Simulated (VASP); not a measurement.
Co:

```
Co
1.0
     4.55005    0.00000    0.00000
     2.27503    3.94046    0.00000
     2.27503    1.31349    3.71510
Co
6
Direct
  0.25000 0.25000 0.25000
  0.00000 0.00000 0.00000
  0.62500 0.62500 0.12500
  0.62500 0.12500 0.62500
  0.12500 0.62500 0.62500
  0.62500 0.62500 0.62500
```

This isn't the form of Co at room conditions, which is hcp.

Base run:

- Program: VASP 6.6.1
- Functional: BLYP
- Potentials or basis: VASP PAW PBE potentials, release 64 (Co)
- Cutoff: 520 eV
- k mesh: 6 × 6 × 6
- Occupations: fermi-dirac, width 0.05 eV
- Spin: collinear spin, ferromagnetic start
- Starting moments: [2.5, 2.5, 2.5, 2.5, 2.5, 2.5] μB

Its results: pressure 14.6 GPa; net moment 9.53 μB per cell; site moments Co +1.66, +1.57 (each value once) μB.

Question: The run is repeated on the same cell with these changes: functional from BLYP to r2SCAN. What comes out?

Answer: Pressure 3.0 GPa; net moment 11.13 μB per cell; site moments Co +1.96, +1.89 (each value once) μB.

Caveats: the cell stands under pressure; the PAW data sets were made with another functional, which shifts forces and pressure a little.
